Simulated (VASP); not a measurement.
# PbSe (Fm-3m) in VASP: single point with HSE06

Aim: the single point of PbSe with HSE06.

All numbers are computed with VASP 6.6.1; they aren't measurements. Logs are shortened: lines on timing, memory, paths and dates and some standing lists are left out, and cuts for length are marked.

**1. The cell of the first run**

Symmetry: Fm-3m, No. 225, cubic system. Conventional cell: a = 6.171 Å, b = 6.171 Å, c = 6.171 Å, α = 90.00°, β = 90.00°, γ = 90.00°. Within 4.1 Å of Pb (site symmetry m-3m) lie 6 Se at 3.09 Å. Within 4.1 Å of Se (site symmetry m-3m) lie 6 Pb at 3.09 Å.

**2. Single point, HSE06**

Input file POSCAR:

```
PbSe
1.0
    0.0000000000      3.0852684027      3.0852684027
    3.0852684027      0.0000000000      3.0852684027
    3.0852684027      3.0852684027      0.0000000000
Pb Se
1 1
Direct
    0.0000000000      0.0000000000      0.0000000000
    0.5000000000      0.5000000000      0.5000000000
```

Input file INCAR.step1:

```
SYSTEM = PbSe
PREC = Accurate
ENCUT = 400
EDIFF = 1E-5
ISMEAR = 0
SIGMA = 0.01
LREAL = .False.
LASPH = .True.
NELM = 120
ALGO = Normal
ISIF = 2
LWAVE = .True.
LCHARG = .False.
NBANDS = 17
GGA = PE
GGA_COMPAT = .False.
```

Input file INCAR.step2:

```
SYSTEM = PbSe
PREC = Accurate
ENCUT = 400
EDIFF = 1E-6
ISMEAR = 0
SIGMA = 0.01
LREAL = .False.
LASPH = .True.
NELM = 120
ALGO = Normal
ISIF = 2
LWAVE = .False.
LCHARG = .False.
GGA = PE
LHFCALC = .True.
HFSCREEN = 0.2079
PRECFOCK = Normal
NBANDS = 17
ISTART = 1
GGA_COMPAT = .False.
```

Input file KPOINTS:

```
regular mesh
0
Gamma
  6 6 6
  0 0 0
```

Potentials or basis: VASP PAW PBE potentials, release 64 (Pb_d, Se).

Command:

```bash
$ cat potpaw_PBE.64/Pb_d/POTCAR potpaw_PBE.64/Se/POTCAR > POTCAR
$ cp INCAR.step1 INCAR
$ mpirun -np 1 vasp_std > vasp.out
$ cp INCAR.step2 INCAR
$ mpirun -np 1 vasp_std > vasp.out
```

OUTCAR:

```text
SYSTEM = PbSe
   PREC = Accurate
   ENCUT = 400
   EDIFF = 1E-6
   ISMEAR = 0
   LREAL = .False.
   LASPH = .True.
   NELM = 120
   ISIF = 2
   GGA = PE
   LHFCALC = .True.
   HFSCREEN = 0.2079
   PRECFOCK = Normal
   ISTART = 1

 ion  position               nearest neighbor table
   1  0.000  0.000  0.000-   2 3.09   2 3.09   2 3.09   2 3.09   2 3.09   2 3.09
   2  0.500  0.500  0.500-   1 3.09   1 3.09   1 3.09   1 3.09   1 3.09   1 3.09

  LATTYP: Found a face centered cubic cell.
 ALAT       =     6.1705368054

  Lattice vectors:

 A1 = (   0.0000000000,   3.0852684027,   3.0852684027)
 A2 = (   3.0852684027,   0.0000000000,   3.0852684027)
 A3 = (   3.0852684027,   3.0852684027,   0.0000000000)

Analysis of symmetry for initial positions (statically):
=====================================================================
 Subroutine PRICEL returns:
 Original cell was already a primitive cell.

 Routine SETGRP: Setting up the symmetry group for a
 face centered cubic supercell.

 Subroutine GETGRP returns: Found 48 space group operations
 (whereof 48 operations were pure point group operations)
 out of a pool of 48 trial point group operations.

The static configuration has the point symmetry O_h .

Analysis of symmetry for dynamics (positions and initial velocities):
=====================================================================
 Subroutine PRICEL returns:
 Original cell was already a primitive cell.

 Routine SETGRP: Setting up the symmetry group for a
 face centered cubic supercell.

 Subroutine GETGRP returns: Found 48 space group operations
 (whereof 48 operations were pure point group operations)
 out of a pool of 48 trial point group operations.

The dynamic configuration has the point symmetry O_h .

 Subroutine INISYM returns: Found 48 space group operations
 (whereof 48 operations are pure point group operations),
 and found     1 'primitive' translations

----------------------------------------------------------------------------------------

                                     Primitive cell

  volume of cell :      58.7366

  direct lattice vectors                    reciprocal lattice vectors
     0.000000000  3.085268403  3.085268403    -0.162060455  0.162060455  0.162060455
     3.085268403  0.000000000  3.085268403     0.162060455 -0.162060455  0.162060455
     3.085268403  3.085268403  0.000000000     0.162060455  0.162060455 -0.162060455

[... 80 lines left out ...]
   ISIF   =      2    stress and relaxation
   ISYM   =      3    0-nonsym 1-usesym 2-fastsym
   POTIM  = 0.5000    time-step for ionic-motion
   TEBEG  =    0.0;   TEEND  =   0.0 temperature during run
   PSTRESS=    0.0 pullay stress
   NELECT =      20.0000    total number of electrons
   NUPDOWN=      -1.0000    fix difference up-down
   EMIN   =  10.00;   EMAX   =-10.00  energy-range for DOS
   EFERMI =   0.00;   METHOD = LEGACY
   ISMEAR =     0;   SIGMA  =   0.01  broadening in eV -4-tet -1-fermi 0-gaus
   EFERMI_NEDOS =   21; number of points for ismear=-14 and -15
   IALGO  =     38    algorithm
   IMIX   =      1    mixing-type and parameters
     AMIX     =   0.40;   BMIX     =  1.00
     AMIX_MAG =   1.60;   BMIX_MAG =  1.00
  volume/ion in A,a.u.               =      29.37       198.19
  Fermi-wavevector in a.u.,A,eV,Ry     =   1.143182  2.160300 17.780965  1.306864
  Thomas-Fermi vector in A             =   2.279877
   LORBIT       =      0    0 simple, 1 ext, 2 COOP (PROOUT), +10 PAW based schemes
   GGA     = PE    functional components
   LHFCALC =     T    Hartree Fock is set to
   PRECFOCK=normal    Normal, Fast or Accurate (Low or Medium for compatibility)
   ENCUT4O =  -1.0   cutoff for four orbital integrals eV
   NKREDX  =     1    reduce k-point grid by
   NKREDY  =     1    reduce k-point grid by
   NKREDZ  =     1    reduce k-point grid by
   AEXX    =    0.2500 exact exchange contribution
   HFSCREEN=    0.2079 screening length (either q_TF or 0.3 A-1)
   HFSCREENC=   0.2079 screening length for correlation (either q_TF or 0.3 A-1)
   ENCUTFOCK=  -1.0 apply spherical cutoff to Coloumb kernel
   IVDW    =     0    specifies the selected vdW correction
   LEPSILON=     F    determine dielectric tensor
   LRPA    =     F    only Hartree local field effects (RPA)
 non-spin polarized calculation
 Gauss-broadening in eV      SIGMA  =   0.01
  energy-cutoff  :      400.00
  volume of cell :       58.74
 maximum number of plane-waves:      1090
  NGX = 24; NGY = 24; NGZ = 24

 number of electron      20.0000006 magnetization

 Free energy of the ion-electron system (eV)
  ---------------------------------------------------
  ext. energy  EPLUGINS =         0.00000000
  ---------------------------------------------------
  free energy    TOTEN  =        -9.73820731 eV

  energy without entropy =       -9.73820731  energy(sigma->0) =       -9.73820731

 E-fermi :   4.5708     XC(G=0):  -7.8425

 val. band max:        4.4673070249   @ k =   0.5000   0.0000   0.0000
 cond. band min:       5.2583637018   @ k =   0.5000   0.0000   0.0000
 fundamental gap:      0.7910566769
 Fermi energy:         4.5707647659

 k-point     1 :       0.0000    0.0000    0.0000
  band No.  band energies     occupation
      1     -14.1063      2.00000
      2     -14.1063      2.00000
      3     -14.1020      2.00000
      4     -14.1020      2.00000
      5     -14.1020      2.00000
      6     -10.3334      2.00000
[... 297 lines left out ...]
      4     -14.0766      2.00000
      5     -14.0618      2.00000
      6      -8.8155      2.00000
[... 9 lines left out ...]
     16      16.9964      0.00000
     17      18.0953      0.00000

------------------------ aborting loop because EDIFF is reached ----------------------------------------

  FORCE on cell =-STRESS in cart. coord.  units (eV):
  Direction    XX          YY          ZZ          XY          YZ          ZX
  --------------------------------------------------------------------------------------
  -------------------------------------------------------------------------------------
  Total       -0.0423335     -0.0423335     -0.0423335      0.0000000      0.0000000      0.0000000
  in kB       -1.1547438     -1.1547438     -1.1547438      0.0000000      0.0000000      0.0000000
  external PRESSURE =      -1.1547438 kB  Pullay stress =       0.0000000 kB

 VOLUME and BASIS-vectors are now :
 -----------------------------------------------------------------------------
  energy-cutoff  :      400.00
  volume of cell :       58.74
      direct lattice vectors                 reciprocal lattice vectors
     0.000000000  3.085268403  3.085268403    -0.162060455  0.162060455  0.162060455
     3.085268403  0.000000000  3.085268403     0.162060455 -0.162060455  0.162060455
     3.085268403  3.085268403  0.000000000     0.162060455  0.162060455 -0.162060455

 POSITION                                       TOTAL-FORCE (eV/Angst)
 -----------------------------------------------------------------------------------
      0.00000      0.00000      0.00000        -0.000000     -0.000000      0.000000
      3.08527      3.08527      3.08527         0.000000      0.000000     -0.000000
 -----------------------------------------------------------------------------------
    total drift:                                0.000001      0.000002      0.000002

  FREE ENERGIE OF THE ION-ELECTRON SYSTEM (eV)
  ---------------------------------------------------
  free  energy   TOTEN  =        -9.7382073079 eV

  energy  without entropy=       -9.7382073079  energy(sigma->0) =       -9.73820731
```

OUTCAR.step1:

```text
SYSTEM = PbSe
   PREC = Accurate
   ENCUT = 400
   EDIFF = 1E-5
   ISMEAR = 0
   LREAL = .False.
   LASPH = .True.
[... 530 lines left out ...]
      0.00000      0.00000      0.00000        -0.000000      0.000000      0.000000
      3.08527      3.08527      3.08527         0.000000     -0.000000     -0.000000
 -----------------------------------------------------------------------------------
    total drift:                               -0.000000      0.000000      0.000000

  FREE ENERGIE OF THE ION-ELECTRON SYSTEM (eV)
  ---------------------------------------------------
  free  energy   TOTEN  =        -8.1964062708 eV

  energy  without entropy=       -8.1964062708  energy(sigma->0) =       -8.19640627
```

Wall time 85 min (1 thread of Intel Xeon 8259CL, shared host); peak memory 0.28 GiB.

What came out:

```
Free energy            : -9.7382 eV
Pressure               : -0.1 GPa
Band gap on the k mesh : 0.79 eV
```

Caveat: the PAW data sets were made with another functional, which shifts forces and pressure a little; spin-orbit coupling is left out, which moves the levels of the heavy elements. A k mesh can miss the band edges.
